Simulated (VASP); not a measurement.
A run of VASP 6.6.1 is set up as follows.

Contents of INCAR:

```
SYSTEM = CdS
PREC     = Accurate       ! precision mode
ENCUT    = 630            ! plane-wave cutoff, eV
EDIFF    = 1E-6           ! SCF threshold, eV
ISMEAR   = 0              ! smearing method
SIGMA    = 0.024          ! smearing width, eV
LREAL    = .FALSE.        ! projectors in reciprocal space
LASPH    = .TRUE.         ! aspherical terms in the spheres
NELM     = 120            ! most SCF steps
ALGO     = Normal         ! electronic algorithm
ISIF     = 2              ! what is computed and relaxed
LWAVE    = .FALSE.        ! write WAVECAR
LCHARG   = .FALSE.        ! write CHGCAR
GGA      = PE             ! functional
NBANDS   = 20             ! bands
GGA_COMPAT= .FALSE.
```

Contents of KPOINTS:

```
Automatic mesh
0
G
  7 7 5
  0 0 0
```

The input POSCAR:

```
CdS
1.0
    4.2611695877      0.0000000000      0.0000000000
   -2.1305847939      3.6902811128      0.0000000000
    0.0000000000      0.0000000000      5.8041729400
Cd S
1 1
Direct
    0.0000000000      0.0000000000      0.4426919200
    0.6666666667      0.3333333333      0.4343080800
```

Potentials or basis: VASP PAW PBE potentials, release 64 (Cd_sv_GW, S).

Launch:

```bash
$ cat potpaw_PBE.64/Cd_sv_GW/POTCAR potpaw_PBE.64/S/POTCAR > POTCAR
$ mpirun -np 1 vasp_std > vasp.out
```

(1) What does it give for the pressure?

(2) Predict the largest force.

(3) What does it give for the band gap on the k mesh?

Answers

(1) -0.3 GPa.

(2) 0.005 eV/Å.

(3) 1.46 eV.
